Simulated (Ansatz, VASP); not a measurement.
## SnSe2 in VASP and in Ansatz

```
Sn Se
1.0
     3.84004    0.00000    0.00000
    -1.92002    3.32558    0.00000
     0.00000    0.00000    6.00991
Sn Se
1 2
Direct
  0.00000 0.00000 0.00000
  0.33333 0.66667 0.26513
  0.66667 0.33333 0.73487
```

Alike in both runs: functional PBE; dispersion D3(BJ); k mesh 12 × 12 × 6; occupations gaussian, width 0.02 eV; no spin polarisation.

Ansatz relaxed the structure, and its values are those at the end. VASP's run is a single point on that final structure, the one shown.

|  | VASP | Ansatz |
| --- | --- | --- |
| version | VASP 6.6.1 | Ansatz 0.2.0 |
| potentials or method | VASP PAW PBE potentials, release 64 (Sn_d, Se), cutoff 500 eV | scalar-relativistic, plane waves, PAW |
| valence electrons in the cell | 26 | 46 |

Ansatz gave:

```
gap on the k mesh at the Fermi level (eV) : 0.35
least direct gap on the mesh (eV)         : 0.82
pressure (GPa)                            : 0.0
rms of the force components (eV/Å)        : 0.001
```

Question: What did VASP give for the same quantities?

Answer: gap on the k mesh at the Fermi level (eV): 0.34; least direct gap on the mesh (eV): 0.81; pressure (GPa): 0.1; rms of the force components (eV/Å): 0.007.

VASP's potentials hold 26 valence electrons a cell and Ansatz's 46, so a difference there can come from the potentials and not from the codes.
